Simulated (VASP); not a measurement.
# Cd (P6/mmm) in VASP: relaxation of shape and atoms at fixed volume with PBE

Aim: the relaxation of shape and atoms at fixed volume of Cd with PBE.

Everything below comes from runs of VASP 6.6.1. Logs are shortened: lines on timing, memory, paths and dates and some standing lists are left out, and cuts for length are marked.

### Step 1. The cell of the first run

The structure is hexagonal, space group P6/mmm (No. 191). The conventional cell has a = 5.054 Å, b = 5.054 Å, c = 3.047 Å, α = 90.00°, β = 90.00°, γ = 120.00°. Within 4.0 Å of Cd (site symmetry 6/mmm) lie 14 Cd at 3.05 to 3.29 Å. Within 3.8 Å of Cd (site symmetry -6m2) lie 11 Cd at 2.92 to 3.29 Å.

This isn't the form of Cd at room conditions, which is hcp.

### Step 2. Relaxation of shape and atoms at fixed volume, PBE

The input, INCAR:

```
SYSTEM = Cd
PREC     = Accurate       ! precision mode
ENCUT    = 600            ! plane-wave cutoff, eV
EDIFF    = 1E-7           ! SCF threshold, eV
ISMEAR   = -1             ! smearing method
SIGMA    = 0.08           ! smearing width, eV
LREAL    = .FALSE.        ! projectors in reciprocal space
LASPH    = .TRUE.         ! aspherical terms in the spheres
NELM     = 60             ! most SCF steps
ALGO     = Normal         ! electronic algorithm
ISIF     = 4              ! what is computed and relaxed
LWAVE    = .FALSE.        ! write WAVECAR
LCHARG   = .FALSE.        ! write CHGCAR
GGA      = PE             ! functional
IBRION   = 2              ! ionic algorithm
NSW      = 50             ! ionic steps
EDIFFG   = -0.005         ! ionic threshold
```

The input, KPOINTS:

```
Automatic mesh
0
G
  7 7 10
  0 0 0
```

The input, POSCAR:

```
Cd
1.0
    5.0542288528      0.0000000000      0.0000000000
   -2.5271144264      4.3770905831      0.0000000000
    0.0000000000      0.0000000000      3.0466438000
Cd
3
Direct
    0.0000000000      0.0000000000      0.0000000000
    0.3333333333      0.6666666667      0.5000000000
    0.6666666667      0.3333333333      0.5000000000
```

Potentials or basis: VASP PAW PBE potentials, release 64 (Cd).

Command:

```
cat potpaw_PBE.64/Cd/POTCAR > POTCAR
mpirun -np 1 vasp_std > vasp.out
```

OUTCAR:

```text
SYSTEM = Cd
   PREC = Accurate
   ENCUT = 600
   EDIFF = 1E-7
   ISMEAR = -1
   LREAL = .FALSE.
   LASPH = .TRUE.
   NELM = 60
   ISIF = 4
   GGA = PE
   IBRION = 2
   NSW = 50
   EDIFFG = -0.005

 ion  position               nearest neighbor table
   1  0.000  0.000  0.000-   2 3.29   3 3.29   2 3.29   3 3.29   3 3.29   3 3.29   2 3.29   2 3.29
                             3 3.29   3 3.29   2 3.29   2 3.29
   2  0.333  0.667  0.500-   3 2.92   3 2.92   3 2.92   1 3.29   1 3.29   1 3.29   1 3.29   1 3.29
                             1 3.29
   3  0.667  0.333  0.500-   2 2.92   2 2.92   2 2.92   1 3.29   1 3.29   1 3.29   1 3.29   1 3.29
                             1 3.29

  LATTYP: Found a hexagonal cell.
 ALAT       =     5.0542288528
 C/A-ratio  =     0.6027910268

  Lattice vectors:

 A1 = (   5.0542288528,   0.0000000000,   0.0000000000)
 A2 = (  -2.5271144264,   4.3770905831,   0.0000000000)
 A3 = (   0.0000000000,   0.0000000000,   3.0466438000)

Analysis of symmetry for initial positions (statically):
=====================================================================
 Subroutine PRICEL returns:
 Original cell was already a primitive cell.

 Routine SETGRP: Setting up the symmetry group for a
 hexagonal supercell.

 Subroutine GETGRP returns: Found 24 space group operations
 (whereof 24 operations were pure point group operations)
 out of a pool of 24 trial point group operations.

The static configuration has the point symmetry D_6h.

Analysis of symmetry for dynamics (positions and initial velocities):
=====================================================================
 Subroutine PRICEL returns:
 Original cell was already a primitive cell.

 Routine SETGRP: Setting up the symmetry group for a
 hexagonal supercell.

 Subroutine GETGRP returns: Found 24 space group operations
 (whereof 24 operations were pure point group operations)
 out of a pool of 24 trial point group operations.

The dynamic configuration has the point symmetry D_6h.

 Subroutine INISYM returns: Found 24 space group operations
 (whereof 24 operations are pure point group operations),
 and found     1 'primitive' translations

----------------------------------------------------------------------------------------

                                     Primitive cell

  volume of cell :      67.4003

  direct lattice vectors                    reciprocal lattice vectors
     5.054228853  0.000000000  0.000000000     0.197854120  0.114231129  0.000000000
    -2.527114426  4.377090583  0.000000000     0.000000000  0.228462258  0.000000000
     0.000000000  0.000000000  3.046643800     0.000000000  0.000000000  0.328230035

  length of vectors
     5.054228853  5.054228853  3.046643800     0.228462258  0.228462258  0.328230035

  position of ions in fractional coordinates (direct lattice)
     0.000000000  0.000000000  0.000000000
     0.333333333  0.666666667  0.500000000
     0.666666667  0.333333333  0.500000000

  ion indices of the primitive-cell ions
   primitive index   ion index
                 1           1
                 2           2
                 3           3

----------------------------------------------------------------------------------------

 KPOINTS: Automatic mesh

Automatic generation of k-mesh.
 Grid dimensions read from file:
 generate k-points for:    7    7   10

 Generating k-lattice:

  Cartesian coordinates                     Fractional coordinates (reciprocal lattice)
     0.028264874  0.016318733  0.000000000     0.142857143  0.000000000  0.000000000
     0.000000000  0.032637465  0.000000000     0.000000000  0.142857143  0.000000000
     0.000000000  0.000000000  0.032823003     0.000000000  0.000000000  0.100000000

  Length of vectors
     0.032637465  0.032637465  0.032823003

  Shift w.r.t. Gamma in fractional coordinates (k-lattice)
     0.000000000  0.000000000  0.000000000

 Subroutine IBZKPT returns following result:
 ===========================================

 Found     48 irreducible k-points:

 Following reciprocal coordinates:
            Coordinates               Weight
  0.000000  0.000000  0.000000      1.000000
  0.142857  0.000000  0.000000      6.000000
  0.285714  0.000000  0.000000      6.000000
  0.428571  0.000000  0.000000      6.000000
  0.142857  0.142857  0.000000      6.000000
  0.285714  0.142857  0.000000     12.000000
[... 16 lines left out ...]
  0.428571  0.142857  0.200000     12.000000
  0.285714  0.285714  0.200000     12.000000
 [... further k-points ...]
   k-points           NKPTS =     48   k-points in BZ     NKDIM =     48   number of bands    NBANDS=     22
   number of dos      NEDOS =    301   number of ions     NIONS =      3
   total plane-waves  NPLWV =  38400
   dimension x,y,z NGX =    40 NGY =   40 NGZ =   24
   dimension x,y,z NGXF=    80 NGYF=   80 NGZF=   48
   ions per type =               3
   NGX,Y,Z   is equivalent  to a cutoff of  13.16, 13.16, 13.10 a.u.
   NGXF,Y,Z  is equivalent  to a cutoff of  26.31, 26.31, 26.19 a.u.
 SYSTEM =  Cd
   PREC   = accura    normal or accurate (medium, high low for compatibility)
   ISTART =      0    job   : 0-new  1-cont  2-samecut
   ICHARG =      2    charge: 1-file 2-atom 10-const
   ISPIN  =      1    spin polarized calculation?
   LNONCOLLINEAR =      F non collinear calculations
   LSORBIT =      F    spin-orbit coupling
   LASPH  =      T    aspherical Exc in radial PAW
   ENCUT  =  600.0 eV  44.10 Ry    6.64 a.u.  10.09 10.09  6.08*2*pi/ulx,y,z
   NELM   =     60;   NELMIN=  2; NELMDL= -5     # of ELM steps
   EDIFF  = 0.1E-06   stopping-criterion for ELM
   LREAL  =      F    real-space projection
   EDIFFG = -.5E-02   stopping-criterion for IOM
   NSW    =     50    number of steps for IOM
   IBRION =      2    ionic relax: 0-MD 1-quasi-New 2-CG
   NFREE  =      1    steps in history (QN), initial steepest desc. (CG)
   ISIF   =      4    stress and relaxation
   ISYM   =      2    0-nonsym 1-usesym 2-fastsym
   POTIM  = 0.5000    time-step for ionic-motion
   TEBEG  =    0.0;   TEEND  =   0.0 temperature during run
   PSTRESS=    0.0 pullay stress
   NELECT =      36.0000    total number of electrons
   NUPDOWN=      -1.0000    fix difference up-down
   EMIN   =  10.00;   EMAX   =-10.00  energy-range for DOS
   EFERMI =   0.00;   METHOD = LEGACY
   ISMEAR =    -1;   SIGMA  =   0.08  broadening in eV -4-tet -1-fermi 0-gaus
   EFERMI_NEDOS =   21; number of points for ismear=-14 and -15
   IALGO  =     38    algorithm
   IMIX   =      4    mixing-type and parameters
     AMIX     =   0.40;   BMIX     =  1.00
     AMIX_MAG =   1.60;   BMIX_MAG =  1.00
  volume/ion in A,a.u.               =      22.47       151.61
  Fermi-wavevector in a.u.,A,eV,Ry     =   1.328276  2.510077 24.004988  1.764317
  Thomas-Fermi vector in A             =   2.457526
   LORBIT       =      0    0 simple, 1 ext, 2 COOP (PROOUT), +10 PAW based schemes
   GGA     = PE    functional components
   LHFCALC =     F    Hartree Fock is set to
   AEXX    =    0.0000 exact exchange contribution
   IVDW    =     0    specifies the selected vdW correction
   LEPSILON=     F    determine dielectric tensor
   LRPA    =     F    only Hartree local field effects (RPA)
 conjugate gradient relaxation of ions
 non-spin polarized calculation
  energy-cutoff  :      600.00
  volume of cell :       67.40
 maximum number of plane-waves:      2268
   NGX = 21   NGY = 21   NGZ = 13

--------------------------------------- Ionic step        1  -------------------------------------------

 number of electron      35.9999990 magnetization

 Free energy of the ion-electron system (eV)
  ---------------------------------------------------
  ext. energy  EPLUGINS =         0.00000000
  ---------------------------------------------------
  free energy    TOTEN  =        -2.05078141 eV

  energy without entropy =       -2.02999989  energy(sigma->0) =       -2.04039065

------------------------ aborting loop because EDIFF is reached ----------------------------------------

  FORCE on cell =-STRESS in cart. coord.  units (eV):
  Direction    XX          YY          ZZ          XY          YZ          ZX
  --------------------------------------------------------------------------------------
  -------------------------------------------------------------------------------------
  Total        1.0167532      1.0167532      0.9542650      0.0000000      0.0000000      0.0000000
  in kB       24.1692968     24.1692968     22.6838861      0.0000000      0.0000000      0.0000000
  external PRESSURE =      23.6741599 kB  Pullay stress =       0.0000000 kB
[... 59 lines left out ...]
  energy  without entropy=       -2.0299856755  energy(sigma->0) =       -2.04040063

--------------------------------------- Ionic step        3  -------------------------------------------

 number of electron      35.9999991 magnetization

 Free energy of the ion-electron system (eV)
  ---------------------------------------------------
  ext. energy  EPLUGINS =         0.00000000
  ---------------------------------------------------
  free energy    TOTEN  =        -2.05083600 eV

  energy without entropy =       -2.02993410  energy(sigma->0) =       -2.04038505

 E-fermi :   2.6642     XC(G=0): -10.8280

 val. band max:        2.5581021045   @ k =   0.1429   0.0000   0.3000
 cond. band min:       2.7185287470   @ k =   0.2857   0.2857   0.5000
 fundamental gap:      0.1604266425
 Fermi energy:         2.6642181376

 k-point     1 :       0.0000    0.0000    0.0000
  band No.  band energies     occupation
      1      -7.0992      2.00000
      2      -6.5832      2.00000
      3      -6.5530      2.00000
      4      -6.4260      2.00000
      5      -6.4260      2.00000
      6      -6.2598      2.00000
[... 574 lines left out ...]
      6      -6.4038      2.00000
[... 14 lines left out ...]
     21       8.2844      0.00000
     22       8.7002      0.00000

 [... further k-points ...]

------------------------ aborting loop because EDIFF is reached ----------------------------------------

  FORCE on cell =-STRESS in cart. coord.  units (eV):
  Direction    XX          YY          ZZ          XY          YZ          ZX
  --------------------------------------------------------------------------------------
  -------------------------------------------------------------------------------------
  Total        0.9986878      0.9986878      0.9857576      0.0000000      0.0000000      0.0000000
  in kB       23.7398626     23.7398626     23.4324975      0.0000000      0.0000000      0.0000000
  external PRESSURE =      23.6374076 kB  Pullay stress =       0.0000000 kB
[... 18 lines left out ...]
  FREE ENERGIE OF THE ION-ELECTRON SYSTEM (eV)
  ---------------------------------------------------
  free  energy   TOTEN  =        -2.0508359991 eV

  energy  without entropy=       -2.0299341002  energy(sigma->0) =       -2.04038505

 reached required accuracy - stopping structural energy minimisation
```

It took 41 s on 1 thread of Intel Xeon 6975P-C (Granite Rapids), shared host; peak memory 0.22 GiB.

What came out:

* Free energy: -2.0508 eV
* Energy gained by relaxing: 0.0 meV/atom
* Ionic steps: 3
* Pressure after relaxing: 2.4 GPa
* Band gap on the k mesh: zero (bands 18 and 19 overlap by 4.51 eV)

Final structure:
```
Cd
1.0
     5.05782    0.00000    0.00000
    -2.52891    4.38020    0.00000
     0.00000    0.00000    3.04232
Cd
3
Cartesian
  0.0000 0.0000 0.0000
  0.0000 2.9201 1.5212
  2.5289 1.4601 1.5212
```
